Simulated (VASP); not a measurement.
# Ti12B (a cell with a defect) in VASP: single point with PBE

Aim: the single point of Ti12B (a cell with a defect) with PBE.

Program: VASP 6.6.1. These are calculated values, not measurements. Logs are shortened: lines on timing, memory, paths and dates and some standing lists are left out, and cuts for length are marked.

### Step 1. The cell of the first run

The cell holds a defect, 13 atoms: a = 5.900 Å, b = 8.850 Å, c = 4.685 Å, α = 90.00°, β = 90.00°, γ = 120.00°.

### Step 2. Single point, PBE

File INCAR:

```
  ALGO = Normal
  EDIFF = 1E-6
  ENCUT = 520
  GGA = PE
  ISIF = 2
  ISMEAR = -1
  LASPH = T
  LCHARG = F
  LREAL = F
  LWAVE = F
  NBANDS = 86
  NELM = 60
  PREC = Accurate
  SIGMA = 0.1
```

File KPOINTS:

```
k-points
0
Gamma
  4 3 5
```

File POSCAR:

```
Ti12B
1.0
    5.9000000000      0.0000000000      0.0000000000
   -4.4250000000      7.6643250000      0.0000000000
    0.0000000000      0.0000000000      4.6846000000
Ti B
12 1
Direct
   -0.0008373752     -0.0001687037      0.0242494557
    0.1640978119      0.2196809243      0.5320492678
    0.0190259433      0.3494002407      0.0383242966
    0.2065055260      0.5559434132      0.5189894548
    0.1126011230      0.7031456782      0.0240443154
    0.1802670652      0.9072986858      0.5188780259
    0.5281363004      0.0173566492      0.0180544764
    0.6880589757      0.2288501597      0.5283879093
    0.4837132338      0.3143738033      0.0338884857
    0.7102184331      0.5691353120      0.4377468727
    0.5752063597      0.6592844119     -0.0516959826
    0.6561332214      0.8862985325      0.5039292576
   -0.1629554909      0.4784457862      0.7881234257
```

Potentials or basis: VASP PAW PBE potentials, release 64 (Ti_sv, B).

Started as:

```bash
> cat potpaw_PBE.64/Ti_sv/POTCAR potpaw_PBE.64/B/POTCAR > POTCAR
> mpirun -np 1 vasp_std > vasp.out
```

OUTCAR:

```text
EDIFF = 1E-6
   ENCUT = 520
   GGA = PE
   ISIF = 2
   ISMEAR = -1
   LASPH = T
   LREAL = F
   NELM = 60
   PREC = Accurate

 ion  position               nearest neighbor table
   1  0.999  1.000  0.024-  11 2.82   9 2.82   6 2.84  12 2.85   2 2.86   7 2.86   6 2.88   2 2.92

   2  0.164  0.220  0.532-   6 2.81   8 2.85   9 2.85   1 2.86   4 2.86   9 2.86   3 2.90   1 2.92

   3  0.019  0.349  0.038-  13 2.25   4 2.76   8 2.85   5 2.90   2 2.90   4 2.91   9 2.91   7 2.92

   4  0.207  0.556  0.519-  13 2.31   3 2.76  11 2.76  12 2.80   5 2.85   2 2.86   5 2.89   3 2.91

   5  0.113  0.703  0.024-  13 2.14   7 2.63  10 2.83   6 2.84   4 2.85   6 2.88   4 2.89   3 2.90

   6  0.180  0.907  0.519-   2 2.81   1 2.84   5 2.84   1 2.88   5 2.88  12 2.91  10 2.91
   7  0.528  0.017  0.018-   5 2.63   9 2.77   8 2.81  12 2.82   1 2.86   8 2.89   3 2.92
   8  0.688  0.229  0.528-  13 2.28   7 2.81   2 2.85   3 2.85   9 2.88   7 2.89
   9  0.484  0.314  0.034-  13 2.18  10 2.73   7 2.77   1 2.82  11 2.85   2 2.85   2 2.86   8 2.88
                             3 2.91
  10  0.710  0.569  0.438-  13 2.12  11 2.68   9 2.73  11 2.76   5 2.83   6 2.91
  11  0.575  0.659  0.948-  10 2.68   4 2.76  10 2.76  12 2.76   1 2.82   9 2.85
  12  0.656  0.886  0.504-  11 2.76   4 2.80   7 2.82   1 2.85   6 2.91
  13  0.837  0.478  0.788-  10 2.12   5 2.14   9 2.18   3 2.25   8 2.28   4 2.31

  LATTYP: Found a simple monoclinic cell.
 ALAT       =     5.9000000000
 B/A-ratio  =     0.7940000000
 C/A-ratio  =     1.3228756849
 COS(beta)  =    -0.1889822323

  Lattice vectors:

 A1 = (   5.9000000000,   0.0000000000,   0.0000000000)
 A2 = (   0.0000000000,   0.0000000000,   4.6846000000)
 A3 = (  -1.4750000000,  -7.6643250000,   0.0000000000)

Analysis of symmetry for initial positions (statically):
=====================================================================
 Subroutine PRICEL returns:
 Original cell was already a primitive cell.

 Routine SETGRP: Setting up the symmetry group for a
 simple monoclinic supercell.

 Subroutine GETGRP returns: Found  1 space group operations
 (whereof  1 operations were pure point group operations)
 out of a pool of  4 trial point group operations.

The static configuration has the point symmetry C_1 .

Analysis of symmetry for dynamics (positions and initial velocities):
=====================================================================
 Subroutine PRICEL returns:
 Original cell was already a primitive cell.

 Routine SETGRP: Setting up the symmetry group for a
[... 142 lines left out ...]
   EFERMI =   0.00;   METHOD = LEGACY
   ISMEAR =    -1;   SIGMA  =   0.10  broadening in eV -4-tet -1-fermi 0-gaus
   EFERMI_NEDOS =   21; number of points for ismear=-14 and -15
   IALGO  =     38    algorithm
   IMIX   =      4    mixing-type and parameters
     AMIX     =   0.40;   BMIX     =  1.00
     AMIX_MAG =   1.60;   BMIX_MAG =  1.00
  volume/ion in A,a.u.               =      16.30       109.96
  Fermi-wavevector in a.u.,A,eV,Ry     =   1.449376  2.738924 28.581642  2.100691
  Thomas-Fermi vector in A             =   2.567110
   LORBIT       =      0    0 simple, 1 ext, 2 COOP (PROOUT), +10 PAW based schemes
   GGA     = PE    functional components
   LHFCALC =     F    Hartree Fock is set to
   AEXX    =    0.0000 exact exchange contribution
   IVDW    =     0    specifies the selected vdW correction
   LEPSILON=     F    determine dielectric tensor
   LRPA    =     F    only Hartree local field effects (RPA)
 non-spin polarized calculation
  energy-cutoff  :      520.00
  volume of cell :      211.84
 maximum number of plane-waves:      5724
 NGX is ok and might be reduce to    48
   NGX = 21   NGY = 33   NGZ = 17

 number of electron     147.0000007 magnetization

 Free energy of the ion-electron system (eV)
  ---------------------------------------------------
  ext. energy  EPLUGINS =         0.00000000
  ---------------------------------------------------
  free energy    TOTEN  =      -100.97885201 eV

  energy without entropy =     -100.45226850  energy(sigma->0) =     -100.71556025

 E-fermi :   8.2414     XC(G=0): -11.5842

 val. band max:        8.2406071659   @ k =   0.5000  -0.3333   0.4000
 cond. band min:       8.2498595301   @ k =   0.0000   0.3333   0.4000
 fundamental gap:      0.0092523642
 Fermi energy:         8.2413959859

 k-point     1 :       0.0000    0.0000    0.0000
  band No.  band energies     occupation
      1     -48.4558      2.00000
      2     -48.3873      2.00000
      3     -48.3635      2.00000
      4     -48.3553      2.00000
      5     -48.3314      2.00000
      6     -48.3118      2.00000
[... 2101 lines left out ...]
     84       9.3647      0.00003
     85       9.3901      0.00002

 [... further k-points ...]

 [bands above 85 left out]

------------------------ aborting loop because EDIFF is reached ----------------------------------------

  FORCE on cell =-STRESS in cart. coord.  units (eV):
  Direction    XX          YY          ZZ          XY          YZ          ZX
  --------------------------------------------------------------------------------------
  -------------------------------------------------------------------------------------
  Total        0.5331298      4.0353584      4.9414290      0.2429183     -1.4009587      2.3361636
  in kB        4.0322284     30.5206839     37.3735805      1.8372673    -10.5958911     17.6691390
  external PRESSURE =      23.9754976 kB  Pullay stress =       0.0000000 kB

 VOLUME and BASIS-vectors are now :
 -----------------------------------------------------------------------------
  energy-cutoff  :      520.00
  volume of cell :      211.84
      direct lattice vectors                 reciprocal lattice vectors
     5.900000000  0.000000000  0.000000000     0.169491525  0.097855976  0.000000000
    -4.425000000  7.664325000  0.000000000     0.000000000  0.130474634  0.000000000
     0.000000000  0.000000000  4.684600000     0.000000000  0.000000000  0.213465397

 POSITION                                       TOTAL-FORCE (eV/Angst)
 -----------------------------------------------------------------------------------
      1.47081      7.66303      0.11360         0.028041      0.012785      0.009194
     -0.00391      1.68371      2.49244         0.035306      0.029667      0.006878
     -1.43384      2.67792      0.17953         0.025587     -0.002645     -0.001799
     -1.24167      4.26093      2.43126        -0.037799      0.032535     -0.011853
     -2.44707      5.38914      0.11264        -0.090199     -0.035668      0.024565
     -2.95122      6.95383      2.43074         0.017988     -0.007948      0.013928
      3.03920      0.13303      0.08458         0.023231     -0.029230      0.012693
      3.04689      1.75398      2.47529         0.019976     -0.021441     -0.010579
      1.46280      2.40946      0.15875         0.042609      0.006430      0.014801
      1.67186      4.36204      2.05067        -0.076565      0.011657      0.007485
      0.47638      5.05297      4.44242        -0.042924      0.014075      0.002308
     -0.05069      6.79288      2.36071         0.031934      0.031863      0.007809
      2.82144      3.66696      3.69204         0.022814     -0.042080     -0.075431
 -----------------------------------------------------------------------------------
    total drift:                               -0.000620      0.000099      0.000237

  FREE ENERGIE OF THE ION-ELECTRON SYSTEM (eV)
  ---------------------------------------------------
  free  energy   TOTEN  =      -100.9788520085 eV

  energy  without entropy=     -100.4522684994  energy(sigma->0) =     -100.71556025
```

OSZICAR:

```text
N       E                     dE             d eps       ncg     rms          rms(c)
DAV:   1     0.220098618956E+04    0.22010E+04   -0.71719E+04  5332   0.213E+03
DAV:   2     0.215400270350E+03   -0.19856E+04   -0.19540E+04  5332   0.683E+02
DAV:   3    -0.653181318017E+02   -0.28072E+03   -0.27010E+03  8168   0.218E+02
[... 14 lines left out ...]
DAV:  18    -0.100978840714E+03    0.58010E-04   -0.59321E-04  6792   0.206E-01    0.257E-02
DAV:  19    -0.100978851840E+03   -0.11126E-04   -0.11849E-04  7600   0.777E-02    0.166E-02
DAV:  20    -0.100978850591E+03    0.12489E-05   -0.44030E-05  6968   0.564E-02    0.944E-03
DAV:  21    -0.100978851780E+03   -0.11885E-05   -0.88623E-06  5760   0.249E-02    0.533E-03
DAV:  22    -0.100978852009E+03   -0.22891E-06   -0.40575E-06  4840   0.177E-02
   1 F= -.10097885E+03 E0= -.10071556E+03  d E =-.526584E+00
```

stdout:

```text
POSCAR found type information on POSCAR TiB
 POSCAR found :  2 types and      13 ions
 scaLAPACK will be used
 LDA part: xc-table for (Slater+PW92), standard interpolation
 POSCAR, INCAR and KPOINTS ok, starting setup
 FFT: planning ... GRIDC
 FFT: planning ... GRID_SOFT
 FFT: planning ... GRID
 WAVECAR not read
 entering main loop
```

Run time: 32 min. Hardware: 1 thread of AMD EPYC 7R43 (Zen 3), shared host; peak memory 0.53 GiB.

What came out:

```yaml
Free_energy: -100.9789 eV
Pressure: 2.4 GPa
Largest_force: 0.100 eV/Å
Band_gap_on_the_k_mesh: zero (an odd number of electrons rules out a gap without spin polarisation)
```

Forces in eV/Å, atoms in the order of the input:
```
Ti   0.028  0.013  0.009
Ti   0.035  0.030  0.007
Ti   0.026 -0.003 -0.002
Ti  -0.038  0.033 -0.012
Ti  -0.090 -0.036  0.025
Ti   0.018 -0.008  0.014
Ti   0.023 -0.029  0.013
Ti   0.020 -0.021 -0.011
Ti   0.043  0.006  0.015
Ti  -0.077  0.012  0.007
Ti  -0.043  0.014  0.002
Ti   0.032  0.032  0.008
B    0.023 -0.042 -0.075
```

Stress tensor (GPa, compression positive):
```
 0.40  0.18  1.77
 0.18  3.05 -1.06
 1.77 -1.06  3.74
```

Levels at points of the mesh, in eV from the Fermi level:
```csv
k point,band 71,band 72,band 73,band 74,band 75,band 76,band 77,band 78
"(0.00, 0.00, 0.00)",-0.41,-0.19,-0.08,0.38,0.44,0.49,0.59,0.64
"(0.50, 0.00, 0.00)",-0.56,-0.38,-0.34,-0.16,0.09,0.29,0.35,0.60
```
